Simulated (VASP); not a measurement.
Crystal: Si7Ge.

```
Si Ge
1.0
     5.46540    0.00000    0.00000
     0.00000    5.46540    0.00000
     0.00000    0.00000    5.46540
Si Ge
7 1
Cartesian
  1.3806 1.3806 1.3806
  0.0000 2.7327 2.7327
  2.7327 2.7327 0.0000
  2.7327 0.0000 2.7327
  4.0848 1.3806 4.0848
  4.0848 4.0848 1.3806
  1.3806 4.0848 4.0848
  0.0000 0.0000 0.0000
```

* Program: VASP 6.6.1
* Task: relaxation of cell and atoms
* Functional: LDA
* Potentials or basis: VASP PAW LDA potentials, release 64 (Si, Ge_d)
* Cutoff: 600 eV
* k mesh: 8 × 8 × 8
* Occupations: gaussian, width 0.01 eV
* Spin: no spin polarisation

At the start: pressure -1.9 GPa; volume 20.41 Å³/atom.

Task: How do energy, volume and symmetry change on relaxing?

Result: Over 6 steps the energy falls by 2.7 meV/atom and the volume is 19.98 Å³/atom (-2.1 %); space group P-43m (No. 215, to 0.05 Å).

The path:
```
step  energy change (eV)  largest force (eV/Å)  pressure (GPa)  volume (Å³)
   1              0.0000                0.0248           -1.93       163.25
   2             -0.0119                0.0087            1.30       157.51
   3             -0.0215                0.0153            0.02       159.78
   4             -0.0215                0.0155           -0.09       159.85
   5             -0.0215                0.0051           -0.04       159.84
   6             -0.0215                0.0004           -0.03       159.84
```

Final structure:
```xyz
8
Lattice="5.4270 0.0000 0.0000 0.0000 5.4270 0.0000 0.0000 0.0000 5.4270" Properties=species:S:1:pos:R:3 pbc="T T T"
Si    1.3700    1.3700    1.3700
Si    0.0000    2.7135    2.7135
Si    2.7135    2.7135    0.0000
Si    2.7135    0.0000    2.7135
Si    4.0570    1.3700    4.0570
Si    4.0570    4.0570    1.3700
Si    1.3700    4.0570    4.0570
Ge    0.0000    0.0000    0.0000
```
